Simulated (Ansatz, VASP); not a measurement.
One calculation of Pb, two programs

```
Pb
1.0
     0.00000    2.37101    2.66738
     2.37101    0.00000    2.66738
     2.37101    2.37101    0.00000
Pb
1
Direct
  0.00000 0.00000 0.00000
```

Change from the starting cell: strain -0.040 along x and y, +0.080 along z, atoms carried along.

Alike in both runs: task single point; functional PBE; k mesh 16 × 16 × 16; occupations gaussian, width 0.15 eV; no spin polarisation.

|  | VASP | Ansatz |
| --- | --- | --- |
| version | VASP 6.6.1 | Ansatz 0.2.0 |
| potentials or method | VASP PAW PBE potentials, release 64 (Pb_d), cutoff 520 eV | scalar-relativistic, plane waves, PAW |
| valence electrons in the cell | 14 | 14 |

VASP gave:

| Property | Result |
| --- | --- |
| gap on the k mesh at the Fermi level (eV) | none |
| pressure (GPa) | 3.1 |
| traceless stress, the component that is largest in VASP (GPa) | -1.57 |

Task: Estimate Ansatz's values.

Result: gap on the k mesh at the Fermi level (eV): none; pressure (GPa): 3.2; traceless stress, the component that is largest in VASP (GPa): -1.57.

A gap of «none» marks a metal or a gap that the smearing closes.

Neither program's run includes spin-orbit coupling.
